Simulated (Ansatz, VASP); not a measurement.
Given: the input of a run of VASP 6.6.1 on Ag.

INCAR

```
SYSTEM = Ag
PREC     = Accurate       ! precision mode
ENCUT    = 520            ! plane-wave cutoff, eV
EDIFF    = 1E-6           ! SCF threshold, eV
ISMEAR   = -1             ! smearing method
SIGMA    = 0.05           ! smearing width, eV
LREAL    = .FALSE.        ! projectors in reciprocal space
LASPH    = .TRUE.         ! aspherical terms in the spheres
NELM     = 80             ! most SCF steps
ALGO     = Normal         ! electronic algorithm
ISIF     = 2              ! what is computed and relaxed
LWAVE    = .FALSE.        ! write WAVECAR
LCHARG   = .FALSE.        ! write CHGCAR
LDIPOL   = .TRUE.       
IDIPOL   = 3            
DIPOL    = 0.5 0.5 0.500
GGA      = PE             ! functional
NBANDS   = 36             ! bands
```

KPOINTS

```
Automatic mesh
0
G
  10 10 1
  0 0 0
```

Contents of POSCAR:

```
Ag
1.0
    2.9299980804      0.0000000000      0.0000000000
   -1.4649990402      2.5374527707      0.0000000000
    0.0000000000      0.0000000000     24.5800000000
Ag
5
Direct
    0.3333333333      0.6666666666      0.3051261188
    0.6666666667      0.3333333334      0.4025630594
    0.3333333333      0.6666666666      0.5000000000
    0.6666666667      0.3333333334      0.5974369406
    0.3333333333      0.6666666666      0.6948738812
```

Potentials or basis: VASP PAW PBE potentials, release 64 (Ag).

Command:

```sh
$ cat potpaw_PBE.64/Ag/POTCAR > POTCAR
$ mpirun -np 1 vasp_std > vasp.out
```

Q: Set up the same calculation for Ansatz 0.2.0. Potentials there: Ansatz PAW.

A: As run (the cutoff follows the program's own potentials):

input.yaml

```yaml
crystal:
  lattice:
    - [2.9299980804, 0.0, 0.0]
    - [-1.4649990402, 2.5374527707, 0.0]
    - [0.0, 0.0, 24.58]
  atoms:
    - { symbol: Ag, position: [0.3333333333, 0.6666666666, 0.3051261188] }
    - { symbol: Ag, position: [0.6666666667, 0.3333333334, 0.4025630594] }
    - { symbol: Ag, position: [0.3333333333, 0.6666666666, 0.5] }
    - { symbol: Ag, position: [0.6666666667, 0.3333333334, 0.5974369406] }
    - { symbol: Ag, position: [0.3333333333, 0.6666666666, 0.6948738812] }
hamiltonian:
  xc: pbe
  pseudopotentials: { kind: paw }
kpoints:
  mp_grid: { grid: [10, 10, 1] }
scf:
  occupations: { method: fermi_dirac, width: 0.05 }
output:
  forces: true
  eigenvalues: true
efield:
  axis: 3
  dipole_correction: true
  ramp_width: 0.04
```

Potentials or basis: Ansatz PAW.

Command:

```bash
$ ansatz run input.yaml --threads 4 --pin off --max-ram 11264MiB --backend cpu --events-out ev --progress --plain --runs-dir out
```

Both were run:

|  | VASP | Ansatz | Ansatz less VASP |
| --- | --- | --- | --- |
| gap on the k mesh at the Fermi level (eV) | none | none | - |
| rms of the force components (eV/Å) | 0.035 | 0.035 | +0.0007 |

Atom by atom the forces differ by 0.001 eV/Å (rms over components). A gap of «none» marks a metal or a gap that the smearing closes. VASP's potentials hold 55 valence electrons a cell and Ansatz's 95, so a difference there can come from the potentials and not from the codes.
